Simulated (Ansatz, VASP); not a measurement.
## ZnO in VASP and in Ansatz

The input INCAR:

```
PREC     = Accurate       # precision mode
ENCUT    = 520            # plane-wave cutoff, eV
EDIFF    = 1E-6           # SCF threshold, eV
ISMEAR   = 0              # smearing method
SIGMA    = 0.1            # smearing width, eV
LREAL    = Auto         
LASPH    = True           # aspherical terms in the spheres
NELM     = 100            # most SCF steps
ALGO     = Normal         # electronic algorithm
ISIF     = 2              # what is computed and relaxed
LWAVE    = False          # write WAVECAR
LCHARG   = False          # write CHGCAR
GGA      = PE             # functional
NBANDS   = 126            # bands
```

Contents of KPOINTS:

```
regular mesh
0
Gamma
  6 6 1
```

The input POSCAR:

```
ZnO
1.0
    3.0554777537      0.0000000000      0.0000000000
   -1.5277388769      2.6461213554      0.0000000000
    0.0000000000      0.0000000000     30.4099130000
Zn O
12 12
Direct
    0.6666666700      0.3333333300      0.3349380000
    0.3333333300      0.6666666700      0.6650620000
    0.3333333300      0.6666666700      0.8349380000
    0.6666666700      0.3333333300      0.1650620000
    0.6666666700      0.3333333300      0.9174720000
    0.3333333300      0.6666666700      0.0825280000
    0.3333333300      0.6666666700      0.4174720000
    0.6666666700      0.3333333300      0.5825280000
    0.0000000000      0.0000000000      0.7500000000
    0.0000000000      0.0000000000      0.2500000000
    0.0000000000      0.0000000000      0.5000000000
    0.0000000000      0.0000000000      0.0000000000
    0.6666666700      0.3333333300      0.4587310000
    0.3333333300      0.6666666700      0.5412690000
    0.3333333300      0.6666666700      0.9587310000
    0.6666666700      0.3333333300      0.0412690000
    0.6666666700      0.3333333300      0.7061580000
    0.3333333300      0.6666666700      0.2938420000
    0.3333333300      0.6666666700      0.2061580000
    0.6666666700      0.3333333300      0.7938420000
    0.0000000000      0.0000000000      0.6237590000
    0.0000000000      0.0000000000      0.3762410000
    0.0000000000      0.0000000000      0.1237590000
    0.0000000000      0.0000000000      0.8762410000
```

Input for Ansatz:

```yaml
crystal:
  lattice:
    - [3.0554777537, 0.0, 0.0]
    - [-1.5277388769, 2.6461213554, 0.0]
    - [0.0, 0.0, 30.409913]
  atoms:
    - { symbol: Zn, position: [0.66666667, 0.33333333, 0.334938] }
    - { symbol: Zn, position: [0.33333333, 0.66666667, 0.665062] }
    - { symbol: Zn, position: [0.33333333, 0.66666667, 0.834938] }
    - { symbol: Zn, position: [0.66666667, 0.33333333, 0.165062] }
    - { symbol: Zn, position: [0.66666667, 0.33333333, 0.917472] }
    - { symbol: Zn, position: [0.33333333, 0.66666667, 0.082528] }
    - { symbol: Zn, position: [0.33333333, 0.66666667, 0.417472] }
    - { symbol: Zn, position: [0.66666667, 0.33333333, 0.582528] }
    - { symbol: Zn, position: [0.0, 0.0, 0.75] }
    - { symbol: Zn, position: [0.0, 0.0, 0.25] }
    - { symbol: Zn, position: [0.0, 0.0, 0.5] }
    - { symbol: Zn, position: [0.0, 0.0, 0.0] }
    - { symbol: O, position: [0.66666667, 0.33333333, 0.458731] }
    - { symbol: O, position: [0.33333333, 0.66666667, 0.541269] }
    - { symbol: O, position: [0.33333333, 0.66666667, 0.958731] }
    - { symbol: O, position: [0.66666667, 0.33333333, 0.041269] }
    - { symbol: O, position: [0.66666667, 0.33333333, 0.706158] }
    - { symbol: O, position: [0.33333333, 0.66666667, 0.293842] }
    - { symbol: O, position: [0.33333333, 0.66666667, 0.206158] }
    - { symbol: O, position: [0.66666667, 0.33333333, 0.793842] }
    - { symbol: O, position: [0.0, 0.0, 0.623759] }
    - { symbol: O, position: [0.0, 0.0, 0.376241] }
    - { symbol: O, position: [0.0, 0.0, 0.123759] }
    - { symbol: O, position: [0.0, 0.0, 0.876241] }
basis:
  ecutwfc: 420
kpoints:
  mp_grid: { grid: [6, 6, 1] }
hamiltonian:
  xc: pbe
scf:
  occupations: { method: gaussian, width: 0.1 }
output:
  forces: true
  stress: true
  eigenvalues: true
```

Alike in both runs: task single point; functional PBE; k mesh 6 × 6 × 1; occupations gaussian, width 0.1 eV; no spin polarisation.

|  | VASP | Ansatz |
| --- | --- | --- |
| version | VASP 6.6.1 | Ansatz 0.2.0 |
| potentials or method | VASP PAW PBE potentials, release 64 (Zn, O), cutoff 520 eV | scalar-relativistic, plane waves, PAW |
| valence electrons in the cell | 216 | 216 |

|  | VASP | Ansatz | Ansatz less VASP |
| --- | --- | --- | --- |
| gap on the k mesh at the Fermi level (eV) | 0.50 | 0.53 | +0.027 |
| least direct gap on the mesh (eV) | 0.54 | 0.56 | +0.027 |
| pressure (GPa) | -0.2 | -1.1 | -0.90 |
| traceless stress, the component that is largest in VASP (GPa) | 0.18 | 0.17 | -0.008 |
| rms of the force components (eV/Å) | 0.009 | 0.008 | -0.0009 |

Atom by atom the forces differ by 0.002 eV/Å (rms over components).
